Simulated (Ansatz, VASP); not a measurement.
## Two plane-wave programs on TaN

```xyz
2
Lattice="0.0000 2.1790 2.1790 2.1790 0.0000 2.1790 2.1790 2.1790 0.0000" Properties=species:S:1:pos:R:3 pbc="T T T"
Ta    2.1790    2.1790    2.1790
N     0.0000    0.0000    0.0000
```

Alike in both runs: functional PBE; k mesh 11 × 11 × 11; occupations fermi-dirac, width 0.02 eV; collinear spin.

Ansatz relaxed the structure, and its values are those at the end. VASP's run is a single point on that final structure, the one shown.

|  | VASP | Ansatz |
| --- | --- | --- |
| version | VASP 6.6.1 | Ansatz 0.2.0 |
| potentials or method | VASP PAW PBE potentials, release 64 (Ta_pv, N) | plane-wave PAW, scalar-relativistic |
| plane-wave cutoff (eV) | 520 | 420 |
| valence electrons in the cell | 16 | 18 |

|  | VASP | Ansatz | Ansatz less VASP |
| --- | --- | --- | --- |
| pressure (GPa) | 15.5 | 14.6 | -0.97 |
| net moment per atom (μB) | 0.00 | 0.00 | 0.000 |

VASP's potentials hold 16 valence electrons a cell and Ansatz's 18, so a difference there can come from the potentials and not from the codes. Ansatz's warnings: seeded moment not kept, stress scf threshold loose.

Spin-orbit coupling is off throughout.
